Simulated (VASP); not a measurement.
# CoO (P-6m2) in VASP: a series of runs

Aim: see how the results for CoO move with the level of theory and the settings. Levels: PBE, PBE+D4. Tasks: single point.

Program: VASP 6.6.1. These are calculated values, not measurements. Logs are shortened: lines on timing, memory, paths and dates and some standing lists are left out, and cuts for length are marked.

### 1 The cell of the first run

The structure is hexagonal, space group P-6m2 (No. 187). The conventional cell has a = 2.856 Å, b = 2.856 Å, c = 2.788 Å, α = 90.00°, β = 90.00°, γ = 120.00°. Within 2.9 Å of Co (site symmetry -6m2) lie 6 O at 2.16 Å and 8 Co at 2.79 to 2.86 Å. Within 2.9 Å of O (site symmetry -6m2) lie 6 Co at 2.16 Å and 8 O at 2.79 to 2.86 Å.

### 2 Single point, PBE

INCAR

```
SYSTEM = CoO
PREC = Accurate ; ENCUT = 700
EDIFF = 1E-6 ; ISMEAR = -1
SIGMA = 0.05 ; LREAL = .False.
LASPH = .True. ; NELM = 120
ALGO = Normal ; ISIF = 2
LWAVE = .False. ; LCHARG = .True.
GGA = PE ; LELF = .True.
LVHAR = .True. ; NBANDS = 18
GGA_COMPAT = .False.
```

KPOINTS

```
Automatic mesh
0
Gamma
  11 11 10
  0 0 0
```

POSCAR

```
CoO
1.0
    2.8562992300      0.0000000000      0.0000000000
   -1.4281496100      2.4736276900      0.0000000000
    0.0000000000      0.0000000000      2.7876065300
Co O
1 1
Direct
    0.0000000000      0.0000000000      0.0000000000
    0.6666666667      0.3333333333      0.5000000000
```

Potentials or basis: VASP PAW PBE potentials, release 64 (Co_sv, O).

Run with:

```
> cat potpaw_PBE.64/Co_sv/POTCAR potpaw_PBE.64/O/POTCAR > POTCAR
> mpirun -np 1 vasp_std > vasp.out
```

OUTCAR:

```text
SYSTEM = CoO
   PREC = Accurate
   ENCUT = 700
   EDIFF = 1E-6
   ISMEAR = -1
   LREAL = .False.
   LASPH = .True.
   NELM = 120
   ISIF = 2
   GGA = PE

 ion  position               nearest neighbor table
   1  0.000  0.000  0.000-   2 2.16   2 2.16   2 2.16   2 2.16   2 2.16   2 2.16
   2  0.667  0.333  0.500-   1 2.16   1 2.16   1 2.16   1 2.16   1 2.16   1 2.16

  LATTYP: Found a hexagonal cell.
 ALAT       =     2.8562992300
 C/A-ratio  =     0.9759504539

  Lattice vectors:

 A1 = (   2.8562992300,   0.0000000000,   0.0000000000)
 A2 = (  -1.4281496100,   2.4736276900,   0.0000000000)
 A3 = (   0.0000000000,   0.0000000000,   2.7876065300)

Analysis of symmetry for initial positions (statically):
=====================================================================
 Subroutine PRICEL returns:
 Original cell was already a primitive cell.

 Routine SETGRP: Setting up the symmetry group for a
 hexagonal supercell.

 Subroutine GETGRP returns: Found 12 space group operations
 (whereof 12 operations were pure point group operations)
 out of a pool of 24 trial point group operations.

The static configuration has the point symmetry D_3h.

Analysis of symmetry for dynamics (positions and initial velocities):
=====================================================================
 Subroutine PRICEL returns:
 Original cell was already a primitive cell.

 Routine SETGRP: Setting up the symmetry group for a
 hexagonal supercell.

 Subroutine GETGRP returns: Found 12 space group operations
 (whereof 12 operations were pure point group operations)
 out of a pool of 24 trial point group operations.

The dynamic configuration has the point symmetry D_3h.

 Subroutine INISYM returns: Found 12 space group operations
 (whereof 12 operations are pure point group operations),
 and found     1 'primitive' translations

----------------------------------------------------------------------------------------

                                     Primitive cell

  volume of cell :      19.6956

  direct lattice vectors                    reciprocal lattice vectors
     2.856299230  0.000000000  0.000000000     0.350103375  0.202132277  0.000000000
    -1.428149610  2.473627690  0.000000000     0.000000000  0.404264556  0.000000000
     0.000000000  0.000000000  2.787606530     0.000000000  0.000000000  0.358730685

  length of vectors
     2.856299230  2.856299224  2.787606530     0.404264555  0.404264556  0.358730685

  position of ions in fractional coordinates (direct lattice)
     0.000000000  0.000000000  0.000000000
     0.666666667  0.333333333  0.500000000

  ion indices of the primitive-cell ions
   primitive index   ion index
                 1           1
                 2           2

----------------------------------------------------------------------------------------

 KPOINTS: Automatic mesh

Automatic generation of k-mesh.
 Grid dimensions read from file:
 generate k-points for:   11   11   10

 Generating k-lattice:

  Cartesian coordinates                     Fractional coordinates (reciprocal lattice)
     0.031827580  0.018375662  0.000000000     0.090909091  0.000000000  0.000000000
     0.000000000  0.036751323  0.000000000     0.000000000  0.090909091  0.000000000
     0.000000000  0.000000000  0.035873068     0.000000000  0.000000000  0.100000000

  Length of vectors
     0.036751323  0.036751323  0.035873068

  Shift w.r.t. Gamma in fractional coordinates (k-lattice)
     0.000000000  0.000000000  0.000000000

 Subroutine IBZKPT returns following result:
 ===========================================

 Found     96 irreducible k-points:

 Following reciprocal coordinates:
            Coordinates               Weight
  0.000000  0.000000  0.000000      1.000000
  0.090909  0.000000  0.000000      6.000000
  0.181818  0.000000  0.000000      6.000000
  0.272727  0.000000  0.000000      6.000000
  0.363636 -0.000000  0.000000      6.000000
  0.454545  0.000000  0.000000      6.000000
[... 16 lines left out ...]
  0.090909  0.090909  0.100000     12.000000
  0.181818  0.090909  0.100000     24.000000
 [... further k-points ...]
   k-points           NKPTS =     96   k-points in BZ     NKDIM =     96   number of bands    NBANDS=     18
   number of dos      NEDOS =    301   number of ions     NIONS =      2
   total plane-waves  NPLWV =  18816
   dimension x,y,z NGX =    28 NGY =   28 NGZ =   24
   dimension x,y,z NGXF=    56 NGYF=   56 NGZF=   48
   ions per type =               1   1
   NGX,Y,Z   is equivalent  to a cutoff of  16.30, 16.30, 14.31 a.u.
   NGXF,Y,Z  is equivalent  to a cutoff of  32.59, 32.59, 28.63 a.u.
 SYSTEM =  CoO
   PREC   = accura    normal or accurate (medium, high low for compatibility)
   ISTART =      0    job   : 0-new  1-cont  2-samecut
   ICHARG =      2    charge: 1-file 2-atom 10-const
   ISPIN  =      1    spin polarized calculation?
   LNONCOLLINEAR =      F non collinear calculations
   LSORBIT =      F    spin-orbit coupling
   LASPH  =      T    aspherical Exc in radial PAW
   ENCUT  =  700.0 eV  51.45 Ry    7.17 a.u.   6.16  6.16  6.01*2*pi/ulx,y,z
   NELM   =    120;   NELMIN=  2; NELMDL= -5     # of ELM steps
   EDIFF  = 0.1E-05   stopping-criterion for ELM
   LREAL  =      F    real-space projection
[... 7 lines left out ...]
   TEBEG  =    0.0;   TEEND  =   0.0 temperature during run
   PSTRESS=    0.0 pullay stress
   NELECT =      23.0000    total number of electrons
   NUPDOWN=      -1.0000    fix difference up-down
   EMIN   =  10.00;   EMAX   =-10.00  energy-range for DOS
   EFERMI =   0.00;   METHOD = LEGACY
   ISMEAR =    -1;   SIGMA  =   0.05  broadening in eV -4-tet -1-fermi 0-gaus
   EFERMI_NEDOS =   21; number of points for ismear=-14 and -15
   IALGO  =     38    algorithm
   IMIX   =      4    mixing-type and parameters
     AMIX     =   0.40;   BMIX     =  1.00
     AMIX_MAG =   1.60;   BMIX_MAG =  1.00
  volume/ion in A,a.u.               =       9.85        66.46
  Fermi-wavevector in a.u.,A,eV,Ry     =   1.723962  3.257815 40.437111  2.972044
  Thomas-Fermi vector in A             =   2.799740
   LORBIT       =      0    0 simple, 1 ext, 2 COOP (PROOUT), +10 PAW based schemes
   GGA     = PE    functional components
   LHFCALC =     F    Hartree Fock is set to
   AEXX    =    0.0000 exact exchange contribution
   IVDW    =     0    specifies the selected vdW correction
   LEPSILON=     F    determine dielectric tensor
   LRPA    =     F    only Hartree local field effects (RPA)
 non-spin polarized calculation
  energy-cutoff  :      700.00
  volume of cell :       19.70
 maximum number of plane-waves:       841
 NGX is ok and might be reduce to    28
   NGX = 13   NGY = 13   NGZ = 13

 number of electron      23.0000004 magnetization

 Free energy of the ion-electron system (eV)
  ---------------------------------------------------
  ext. energy  EPLUGINS =         0.00000000
  ---------------------------------------------------
  free energy    TOTEN  =       -12.34767710 eV

  energy without entropy =      -12.30484749  energy(sigma->0) =      -12.32626230

 E-fermi :   8.2706     XC(G=0): -12.6191

 val. band max:        8.2678431778   @ k =   0.2727   0.0000   0.0000
 cond. band min:       8.2712527806   @ k =   0.0909   0.0909   0.2000
 fundamental gap:      0.0034096029
 Fermi energy:         8.2706309246

 k-point     1 :       0.0000    0.0000    0.0000
  band No.  band energies     occupation
      1     -86.4761      2.00000
      2     -49.8395      2.00000
      3     -49.7124      2.00000
      4     -49.7124      2.00000
      5     -11.8168      2.00000
      6       4.3184      2.00000
[... 10 lines left out ...]
     17      24.8508      0.00000
     18      26.6980      0.00000

 k-point     2 :       0.0909    0.0000    0.0000
  band No.  band energies     occupation
      1     -86.4757      2.00000
      2     -49.8391      2.00000
      3     -49.7169      2.00000
      4     -49.7135      2.00000
      5     -11.7392      2.00000
      6       3.9321      2.00000
[... 10 lines left out ...]
     17      24.9753      0.00000
     18      26.5583      0.00000

 k-point     3 :       0.1818    0.0000    0.0000
  band No.  band energies     occupation
      1     -86.4745      2.00000
      2     -49.8378      2.00000
      3     -49.7291      2.00000
      4     -49.7166      2.00000
      5     -11.5241      2.00000
      6       3.0573      2.00000
[... 10 lines left out ...]
     17      25.2482      0.00000
     18      26.2472      0.00000

 k-point     4 :       0.2727    0.0000    0.0000
  band No.  band energies     occupation
      1     -86.4729      2.00000
      2     -49.8359      2.00000
      3     -49.7451      2.00000
      4     -49.7206      2.00000
      5     -11.2252      2.00000
      6       2.1017      2.00000
[... 10 lines left out ...]
     17      25.4493      0.00000
     18      25.9670      0.00000

 k-point     5 :       0.3636   -0.0000    0.0000
  band No.  band energies     occupation
      1     -86.4715      2.00000
      2     -49.8341      2.00000
      3     -49.7598      2.00000
      4     -49.7243      2.00000
      5     -10.9300      2.00000
      6       1.3201      2.00000
[... 10 lines left out ...]
     17      25.4687      0.00000
     18      25.8346      0.00000

 k-point     6 :       0.4545    0.0000    0.0000
  band No.  band energies     occupation
      1     -86.4707      2.00000
      2     -49.8330      2.00000
      3     -49.7686      2.00000
      4     -49.7265      2.00000
      5     -10.7435      2.00000
      6       0.8800      2.00000
[... 307 lines left out ...]
 k-point    21 :       0.3636   -0.0000    0.1000
  band No.  band energies     occupation
      1     -86.4711      2.00000
      2     -49.8391      2.00000
      3     -49.7593      2.00000
      4     -49.7238      2.00000
      5     -10.8824      2.00000
      6       1.4068      2.00000
[... 10 lines left out ...]
     17      25.2178      0.00000
     18      25.2928      0.00000

 k-point    22 :       0.4545    0.0000    0.1000
  band No.  band energies     occupation
      1     -86.4703      2.00000
      2     -49.8381      2.00000
      3     -49.7680      2.00000
      4     -49.7261      2.00000
      5     -10.7025      2.00000
      6       0.9731      2.00000
[... 10 lines left out ...]
     17      25.0471      0.00000
     18      25.1600      0.00000

 k-point    23 :       0.0909    0.0909    0.1000
  band No.  band energies     occupation
      1     -86.4745      2.00000
      2     -49.8433      2.00000
      3     -49.7246      2.00000
      4     -49.7154      2.00000
      5     -11.5236      2.00000
      6       3.3558      2.00000
[... 10 lines left out ...]
     17      25.0124      0.00000
     18      26.8359      0.00000

 k-point    24 :       0.1818    0.0909    0.1000
  band No.  band energies     occupation
      1     -86.4731      2.00000
      2     -49.8415      2.00000
      3     -49.7379      2.00000
      4     -49.7196      2.00000
      5     -11.2740      2.00000
      6       2.5586      2.00000
[... 10 lines left out ...]
     17      24.5194      0.00000
     18      26.9603      0.00000

 [... further k-points ...]

------------------------ aborting loop because EDIFF is reached ----------------------------------------

  FORCE on cell =-STRESS in cart. coord.  units (eV):
  Direction    XX          YY          ZZ          XY          YZ          ZX
  --------------------------------------------------------------------------------------
  -------------------------------------------------------------------------------------
  Total       -2.2398362     -2.2398362     -2.8967689     -0.0000000     -0.0000000      0.0000000
  in kB     -182.2037577   -182.2037571   -235.6432041     -0.0000004     -0.0000000      0.0000000
  external PRESSURE =    -200.0169063 kB  Pullay stress =       0.0000000 kB

 VOLUME and BASIS-vectors are now :
 -----------------------------------------------------------------------------
  energy-cutoff  :      700.00
  volume of cell :       19.70
      direct lattice vectors                 reciprocal lattice vectors
     2.856299230  0.000000000  0.000000000     0.350103375  0.202132277  0.000000000
    -1.428149610  2.473627690  0.000000000     0.000000000  0.404264556  0.000000000
     0.000000000  0.000000000  2.787606530     0.000000000  0.000000000  0.358730685

 POSITION                                       TOTAL-FORCE (eV/Angst)
 -----------------------------------------------------------------------------------
      0.00000      0.00000      0.00000         0.000000     -0.000000      0.000000
      1.42815      0.82454      1.39380        -0.000000      0.000000      0.000000
 -----------------------------------------------------------------------------------
    total drift:                               -0.000000      0.000000      0.000000

  FREE ENERGIE OF THE ION-ELECTRON SYSTEM (eV)
  ---------------------------------------------------
  free  energy   TOTEN  =       -12.3476771009 eV

  energy  without entropy=      -12.3048474917  energy(sigma->0) =      -12.32626230
```

It took 57 s on 1 thread of Intel Xeon Platinum 8375C at 2.90GHz (Ice Lake), shared host; peak memory 0.18 GiB.

Results:

```yaml
Free_energy: -12.3477 eV
Pressure: -20.0 GPa
Band_gap_on_the_k_mesh: zero (an odd number of electrons rules out a gap without spin polarisation)
```

Levels at points of the mesh, in eV from the Fermi level:
```
           k point  band 10  band 11  band 12  band 13  band 14  band 15
(0.00, 0.00, 0.00)    -0.51    -0.51     0.19     0.19     0.98    14.85
(0.00, 0.00, 0.50)    -1.27    -0.43     0.13     0.13     6.88     7.08
```

Caveat: the stress differs along the axes, from -24 to -18 GPa; an odd number of electrons without spin polarisation forces a metal; a magnetic or distorted state may lie lower; the run has no spin polarisation, though such a crystal can be magnetic; semilocal functionals often make such compounds metallic where correlation or magnetic order opens a gap, which also shifts bond lengths. With open d or f shells a metallic result of PBE can be an artefact of self-interaction; +U or a hybrid may open a gap.

(Continued in part 2 of 2.)
